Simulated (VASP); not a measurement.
Runs of VASP 6.6.1 on Os. The structure is that of space group Fm-3m (No. 225), or close to it. The cells are those of the table. This isn't the form of Os at room conditions, which is hcp.

```tsv
task	cell	gap on the mesh (eV)	pressure (GPa)
relaxation of cell and atoms	relaxed from a = 2.701 Å, angles 60.0°, 1 atom	none	-0.1
single point	a = 2.680 Å, angles 60.0°, 1 atom	none	(a)
single point	a = 2.690 Å, angles 60.0°, 1 atom	none	1.3
relaxation of cell and atoms	relaxed to 10 GPa from a = 2.701 Å, angles 60.0°, 1 atom	none	9.8
relaxation of cell and atoms	relaxed to 5 GPa from a = 2.701 Å, angles 60.0°, 1 atom	none	4.9
```

Alike in all rows: level LDA; potentials or basis VASP PAW LDA potentials, release 64 (Os); no spin polarisation; k mesh 10 × 10 × 10; cutoff (eV) 600; smearing fermi-dirac 0.05 eV.

Question: Fill in the values left out.

Answer: (a) 6.5.

Caveats: spin-orbit coupling is left out, which moves the levels of the heavy elements; the cell is relaxed towards a set pressure, so the run minimises the enthalpy, not the energy (at least some runs); the cell stands under pressure (at least some runs).

A k mesh can miss the band edges, and the runs leave out spin-orbit coupling on Os.

A gap of «none» marks levels without a gap at the run's occupations.
